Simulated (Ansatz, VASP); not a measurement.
One calculation of SiO2, two programs

```
CELL_PARAMETERS angstrom
5.18196 0.00000 0.00000
-2.59098 4.48771 0.00000
0.00000 0.00000 5.66882
ATOMIC_POSITIONS crystal
Si 0.00000 0.50000 0.33333
Si 0.50000 0.50000 0.66667
Si 0.50000 0.00000 0.00000
O 0.58396 0.79198 0.83333
O 0.79198 0.58396 0.50000
O 0.79198 0.20802 0.16667
O 0.41604 0.20802 0.83333
O 0.20802 0.41604 0.50000
O 0.20802 0.79198 0.16667
```

Change from the starting cell: strain +0.015 along x and y, +0.015 along z, atoms carried along.

Alike in both runs: task single point; functional PBE; k mesh 6 × 6 × 4; occupations gaussian, width 0.05 eV; no spin polarisation.

```csv
,VASP,Ansatz
version,VASP 6.6.1,Ansatz 0.2.0
potentials or method,"VASP PAW PBE potentials, release 64 (Si, O), cutoff 520 eV","scalar-relativistic, plane waves, PAW"
valence electrons in the cell,48,48
```

```csv
,VASP,Ansatz,Ansatz less VASP
gap on the k mesh at the Fermi level (eV),5.22,5.23,+0.004
least direct gap on the mesh (eV),5.39,5.39,+0.002
pressure (GPa),-7.0,-7.1,-0.03
rms of the force components (eV/Å),0.148,0.142,-0.0058
```

Atom by atom the forces differ by 0.006 eV/Å (rms over components).
